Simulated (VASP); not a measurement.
Here is a VASP 6.6.1 calculation.

Contents of POSCAR:

```
TePb
1.0
    3.9754252041      0.0000000000      0.0000000000
    0.0000000000      3.9754252041      0.0000000000
    0.0000000000      0.0000000000      3.9754252041
Pb Te
1 1
Direct
    0.0000000000      0.0000000000      0.0000000000
    0.5000000000      0.5000000000      0.5000000000
```

Contents of INCAR.step1:

```
SYSTEM = TePb
ALGO = Normal
EDIFF = 1E-5
ENCUT = 520
GGA = PE
ISIF = 2
ISMEAR = -1
LASPH = .TRUE.
LREAL = .FALSE.
LWAVE = .TRUE.
NBANDS = 17
NELM = 80
PREC = Accurate
SIGMA = 0.05
```

The input INCAR.step2:

```
SYSTEM = TePb
AEXX = 0.2
AGGAC = 0.81
AGGAX = 0.72
ALDAC = 0.19
ALGO = Normal
EDIFF = 1E-6
ENCUT = 520
GGA = B3
ISIF = 2
ISMEAR = -1
ISTART = 1
LASPH = .TRUE.
LCHARG = .TRUE.
LELF = .TRUE.
LHFCALC = .TRUE.
LREAL = .FALSE.
LVHAR = .TRUE.
LWAVE = .FALSE.
NBANDS = 17
NELM = 80
PREC = Accurate
PRECFOCK = Normal
SIGMA = 0.05
```

File KPOINTS:

```
k-points
0
G
  4 4 4
  0 0 0
```

Potentials or basis: VASP PAW PBE potentials, release 64 (Pb_d, Te).

Run with:

```bash
$ cat potpaw_PBE.64/Pb_d/POTCAR potpaw_PBE.64/Te/POTCAR > POTCAR
$ cp INCAR.step1 INCAR
$ mpirun -np 1 vasp_std > vasp.out
$ cp INCAR.step2 INCAR
$ mpirun -np 1 vasp_std > vasp.out
```

Problem. Predict the band gap on the k mesh.

Solution. Zero (bands 10 and 11 overlap by 1.59 eV).

Problem. Predict the pressure.

Solution. 3.9 GPa.

Caveat: the k points lie up to 0.40 Å⁻¹ apart, too coarse for converged energies and pressures of a metal; the PAW data sets were made with another functional, which shifts forces and pressure a little; spin-orbit coupling is left out, which moves the levels of the heavy elements.
